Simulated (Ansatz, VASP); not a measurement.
# GaAs: VASP beside Ansatz

```
Ga As
1.0
     1.49688    0.86422    5.01610
    -1.49688    0.86422    5.01610
     0.00000   -1.72845    5.01610
Ga As
1 1
Cartesian
  0.0000 0.0000 0.0000
  0.0000 0.0000 7.5242
```

Alike in both runs: functional PBE; k mesh 24 × 24 × 24; occupations gaussian, width 0.1 eV; no spin polarisation.

Ansatz relaxed the structure, and its values are those at the end. VASP's run is a single point on that final structure, the one shown.

```csv
,VASP,Ansatz
version,VASP 6.6.1,Ansatz 0.2.0
potentials or method,"VASP PAW PBE potentials, release 64 (Ga_d, As), cutoff 520 eV","scalar-relativistic, plane waves, PAW"
valence electrons in the cell,18,28
```

```csv
,VASP,Ansatz,Ansatz less VASP
gap on the k mesh at the Fermi level (eV),none,none,-
pressure (GPa),0.1,0.0,-0.08
```

A gap of «none» marks a metal or a gap that the smearing closes. VASP's potentials hold 18 valence electrons a cell and Ansatz's 28, so a difference there can come from the potentials and not from the codes.
